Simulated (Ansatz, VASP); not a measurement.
## Two plane-wave programs on BaTiO3

```xyz
5
Lattice="3.9940 0.0000 0.0000 0.0000 3.9940 0.0000 0.0000 0.0000 3.9941" Properties=species:S:1:pos:R:3 pbc="T T T"
Ba    0.0000    0.0000    0.0000
Ti    1.9970    1.9970    1.9971
O     1.9970    1.9970    0.0000
O     1.9970    0.0000    1.9971
O     0.0000    1.9970    1.9971
```

Alike in both runs: functional r2SCAN; k mesh 8 × 8 × 8; occupations gaussian, width 0.02 eV; no spin polarisation.

Ansatz relaxed the structure, and its values are those at the end. VASP's run is a single point on that final structure, the one shown.

|  | VASP | Ansatz |
| --- | --- | --- |
| version | VASP 6.6.1 | Ansatz 0.2.0 |
| potentials or method | VASP PAW PBE potentials, release 64 (Ba_sv, Ti_sv, O_h), cutoff 910 eV | scalar-relativistic, plane waves, PAW |
| valence electrons in the cell | 40 | 40 |

```tsv
	VASP	Ansatz	Ansatz less VASP
gap on the k mesh at the Fermi level (eV)	2.16	2.17	+0.015
least direct gap on the mesh (eV)	2.30	2.28	-0.024
```

VASP's potentials were made for PBE, not for r2SCAN. With one functional, cell and mesh, what is left measures potentials, basis and numerics.

Neither program's run includes spin-orbit coupling. Noted on VASP's run: the cutoff is short for stress, so the pressure is rough.
